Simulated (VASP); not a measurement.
Write the native input for VASP 6.6.1 that does the following.

| Property | Result |
| --- | --- |
| Task | density of states |
| Functional | PBE |
| Potentials or basis | VASP PAW PBE potentials, release 64 (H, Hg) |
| Cutoff | 400 eV |
| k mesh | 11 × 11 × 11 |
| Occupations | gaussian, width 0.1516 eV |
| Spin | no spin polarisation |
| Dipole correction | no |
| k mesh for the DOS | 17 × 17 × 17 |
| Occupations for the DOS | tetrahedron |
| Further INCAR settings | ALGO = Normal; EDIFF = 1e-06; NBANDS = 14 |

The system is HgH.

```xyz
2
Lattice="3.1143 0.0000 0.0000 0.0000 3.1143 0.0000 0.0000 0.0000 3.1143" Properties=species:S:1:pos:R:3 pbc="T T T"
H     1.5572    1.5572    1.5572
Hg    0.0000    0.0000    0.0000
```

One way to write it, as run:

POSCAR

```
HgH
1.0
    3.1143500000      0.0000000000      0.0000000000
    0.0000000000      3.1143500000      0.0000000000
    0.0000000000      0.0000000000      3.1143500000
H Hg
1 1
Direct
    0.5000000000      0.5000000000      0.5000000000
    0.0000000000      0.0000000000      0.0000000000
```

INCAR.step1

```
SYSTEM = HgH
PREC     = Accurate       ! precision mode
ENCUT    = 400            ! plane-wave cutoff, eV
EDIFF    = 1E-6           ! SCF threshold, eV
ISMEAR   = 0              ! smearing method
SIGMA    = 0.1516         ! smearing width, eV
LREAL    = .False.        ! projectors in reciprocal space
LASPH    = .True.         ! aspherical terms in the spheres
NELM     = 120            ! most SCF steps
ALGO     = Normal         ! electronic algorithm
ISIF     = 2              ! what is computed and relaxed
LWAVE    = .False.        ! write WAVECAR
LCHARG   = .True.         ! write CHGCAR
GGA      = PE             ! functional
NBANDS   = 14             ! bands
GGA_COMPAT= .False.      
NEDOS    = 2001           ! points of the DOS
LORBIT   = 11             ! projections on sites
```

KPOINTS.step1

```
regular mesh
0
Gamma
  11 11 11
  0 0 0
```

INCAR.step2

```
SYSTEM = HgH
PREC     = Accurate       ! precision mode
ENCUT    = 400            ! plane-wave cutoff, eV
EDIFF    = 1E-6           ! SCF threshold, eV
ISMEAR   = -5             ! smearing method
SIGMA    = 0.1516         ! smearing width, eV
LREAL    = .False.        ! projectors in reciprocal space
LASPH    = .True.         ! aspherical terms in the spheres
NELM     = 120            ! most SCF steps
ALGO     = Normal         ! electronic algorithm
ISIF     = 2              ! what is computed and relaxed
LWAVE    = .False.        ! write WAVECAR
LCHARG   = .False.        ! write CHGCAR
GGA      = PE             ! functional
LORBIT   = 11             ! projections on sites
NBANDS   = 14             ! bands
NEDOS    = 1001           ! points of the DOS
ICHARG   = 11             ! starting density
GGA_COMPAT= .False.
```

KPOINTS.step2

```
regular mesh
0
Gamma
  17 17 17
  0 0 0
```

Potentials or basis: VASP PAW PBE potentials, release 64 (H, Hg).

The run is started by

```bash
$ cat potpaw_PBE.64/H/POTCAR potpaw_PBE.64/Hg/POTCAR > POTCAR
$ cp INCAR.step1 INCAR
$ cp KPOINTS.step1 KPOINTS
$ mpirun -np 1 vasp_std > vasp.out
$ cp INCAR.step2 INCAR
$ cp KPOINTS.step2 KPOINTS
$ mpirun -np 1 vasp_std > vasp.out
```

Results of the run:

The valence electrons inside the program's atomic spheres are H 0.41; Hg 10.38.

Caveat: spin-orbit coupling is left out, which moves the levels of the heavy elements.

Wall time 26 s on 1 thread of AMD EPYC 7R43 64-Core Processor (Zen 3), with other jobs on the host, peak memory 0.13 GiB.
